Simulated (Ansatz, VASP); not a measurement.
Two plane-wave programs on Zn

INCAR

```
SYSTEM = Zn
ALGO = Normal ; EDIFF = 1E-8
ENCUT = 520 ; ISIF = 2
ISMEAR = -1 ; LASPH = .True.
LCHARG = .False. ; LEFG = .True.
LREAL = .False. ; LWAVE = .False.
NBANDS = 19 ; NELM = 80
PREC = Accurate ; SIGMA = 0.03
```

The input KPOINTS:

```
k-points
0
Gamma
  16 16 8
  0 0 0
```

Contents of POSCAR:

```
Zn
1.0
    2.6647980532      0.0000000000      0.0000000000
   -1.3323990266      2.3077828100      0.0000000000
    0.0000000000      0.0000000000      4.9467000000
Zn
2
Direct
    0.3333333333      0.6666666667      0.2500000000
    0.6666666667      0.3333333333      0.7500000000
```

Input for Ansatz:

```yaml
crystal:
  lattice:
    - [2.6647980532, 0.0, 0.0]
    - [-1.3323990266, 2.30778281, 0.0]
    - [0.0, 0.0, 4.9467]
  atoms:
    - { symbol: Zn, position: [0.3333333333, 0.6666666667, 0.25] }
    - { symbol: Zn, position: [0.6666666667, 0.3333333333, 0.75] }
kpoints:
  mp_grid: { grid: [16, 16, 8] }
  band_path:
    path:
      - [0.0, 0.0, 0.0]
      - [0.5, 0.0, 0.0]
      - [0.3333333333, 0.3333333333, 0.0]
      - [0.0, 0.0, 0.0]
      - [0.0, 0.0, 0.5]
      - [0.5, 0.0, 0.5]
      - [0.3333333333, 0.3333333333, 0.5]
      - [0.0, 0.0, 0.5]
      - [0.5, 0.0, 0.5]
    npoints: 5
scf:
  occupations: { method: fermi_dirac, width: 0.03 }
hamiltonian:
  xc: lda
  pseudopotentials: { kind: paw }
output:
  forces: true
  stress: true
  eigenvalues: true
  efg: { contact_densities: true }
```

Alike in both runs: task electric field gradients; functional LDA; k mesh 16 × 16 × 8; occupations fermi-dirac, width 0.03 eV; no spin polarisation.

|  | VASP | Ansatz |
| --- | --- | --- |
| version | VASP 6.6.1 | Ansatz 0.2.0 |
| potentials or method | VASP PAW LDA potentials, release 64 (Zn) | PAW with Ansatz's default frozen-core files, scalar-relativistic |
| plane-wave cutoff (eV) | 520 | 420 |
| valence electrons in the cell | 24 | 24 |

|  | VASP | Ansatz | Ansatz less VASP |
| --- | --- | --- | --- |
| pressure (GPa) | -8.5 | -9.0 | -0.49 |
| traceless stress, the component that is largest in VASP (GPa) | 1.27 | 1.45 | +0.178 |
| size of Vzz on the site where it differs most (V/Å²) | 39.2 | 37.8 | -1.47 |

LDA's correlation is that of Perdew and Zunger in VASP and of Perdew and Wang (1992) in Ansatz.
